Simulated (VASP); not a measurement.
The system is TiO.

```
Ti O
1.0
     4.98909    0.00000    0.00000
    -2.49454    4.32068    0.00000
     0.00000    0.00000    2.87331
Ti O
3 3
Direct
  0.66667 0.33333 0.50000
  0.33333 0.66667 0.50000
  0.00000 0.00000 0.00000
  0.60556 0.60556 0.00000
  0.39444 0.00000 0.00000
  0.00000 0.39444 0.00000
```

| Item | Value |
| --- | --- |
| Program | VASP 6.6.1 |
| Task | relaxation of cell and atoms |
| Functional | PBEsol |
| Potentials or basis | VASP PAW PBE potentials, release 64 (Ti_sv, O) |
| Cutoff | 600 eV |
| k mesh | 6 × 6 × 6 |
| Occupations | gaussian, width 0.1 eV |
| Spin | no spin polarisation |

At the start: pressure -5.2 GPa; volume 10.32 Å³/atom.

Problem. How do energy, volume and symmetry change on relaxing?

Solution. Over 7 steps the energy falls by 4.0 meV/atom and the volume is 10.09 Å³/atom (-2.2 %); space group P-62m (No. 189, to 0.1 Å) before and after.

Step by step:
| step | energy change (eV) | largest force (eV/Å) | pressure (GPa) | volume (Å³) |
| --- | --- | --- | --- | --- |
| 1 | 0.0000 | 0.0073 | -5.20 | 61.94 |
| 2 | 0.0079 | 0.1421 | 6.63 | 58.99 |
| 3 | -0.0235 | 0.0612 | 0.01 | 60.54 |
| 4 | -0.0235 | 0.0626 | 0.11 | 60.52 |
| 5 | -0.0240 | 0.0122 | 0.08 | 60.50 |
| 6 | -0.0240 | 0.0088 | 0.09 | 60.50 |
| 7 | -0.0240 | 0.0018 | -0.09 | 60.55 |

Final structure:
```
CELL_PARAMETERS angstrom
4.95746 0.00000 0.00000
-2.47873 4.29329 0.00000
0.00000 0.00000 2.84474
ATOMIC_POSITIONS crystal
Ti 0.66667 0.33333 0.50000
Ti 0.33333 0.66667 0.50000
Ti 0.00000 0.00000 0.00000
O 0.60493 0.60493 0.00000
O 0.39507 0.00000 0.00000
O 0.00000 0.39507 0.00000
```

Caveat: the k points lie up to 0.37 Å⁻¹ apart in the final cell, too coarse for converged energies and pressures of a metal; the PAW data sets were made with another functional, which shifts forces and pressure a little.
